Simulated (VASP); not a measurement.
Write the native input for VASP 6.6.1 that does the following.

* Task: single point
* Functional: PBEsol
* Potentials or basis: VASP PAW PBE potentials, release 64 (B, P)
* Cutoff: 520 eV
* k mesh: 8 × 6 × 1
* Occupations: gaussian, width 0.05 eV
* Spin: no spin polarisation
* Dipole correction: yes
* Further INCAR settings: ALGO = Normal; EDIFF = 1e-06; NBANDS = 41

The structure of BP lies in POSCAR:

```
BP
1.0
    3.1962448227      0.0000000000      0.0000000000
    0.0000000000      4.5201727769      0.0000000000
    0.0000000000      0.0000000000     24.5887344680
B P
7 7
Direct
    0.5000000000      0.4518284174      0.3191170910
    0.0000000000      0.0094355510      0.3696022903
    0.5000000000      0.5086118976      0.4353469945
    0.0000000000      0.0109996329      0.4999999845
    0.5000000000      0.5086115476      0.5646529663
    0.0000000000      0.0094346492      0.6303977145
    0.5000000000      0.4518268123      0.6808829056
    0.0000000000      0.2440047308      0.2994347091
    0.5000000000      0.7656367849      0.3698868031
    0.0000000000      0.2593978827      0.4346498843
    0.5000000000      0.7611757477      0.4999999984
    0.0000000000      0.2593974825      0.5653501263
    0.5000000000      0.7656358048      0.6301131874
    0.0000000000      0.2440030586      0.7005653446
```

These files were run (other wordings do the same):

INCAR

```
PREC = Accurate
ENCUT = 520
EDIFF = 1E-6
ISMEAR = 0
SIGMA = 0.05
LREAL = F
LASPH = T
NELM = 60
ALGO = Normal
ISIF = 2
LWAVE = F
LCHARG = T
LDIPOL = T
IDIPOL = 3
DIPOL = 0.5 0.5 0.500
GGA = PS
LELF = T
LVHAR = T
LVACPOTAV = T
NBANDS = 41
```

KPOINTS

```
Automatic mesh
0
Gamma
  8 6 1
```

Potentials or basis: VASP PAW PBE potentials, release 64 (B, P).

Command:

```sh
$ cat potpaw_PBE.64/B/POTCAR potpaw_PBE.64/P/POTCAR > POTCAR
$ mpirun -np 1 vasp_std > vasp.out
```

It gave:

```yaml
Largest_force: 0.012 eV/Å
Band_gap_on_the_k_mesh: 0.13 eV, indirect (least direct gap 1.04 eV)
```

Caveat: the PAW data sets were made with another functional, which shifts forces and pressure a little.

It took 10 min on 1 thread of Intel Xeon 6975P-C, with other jobs on the host, peak memory 0.53 GiB.
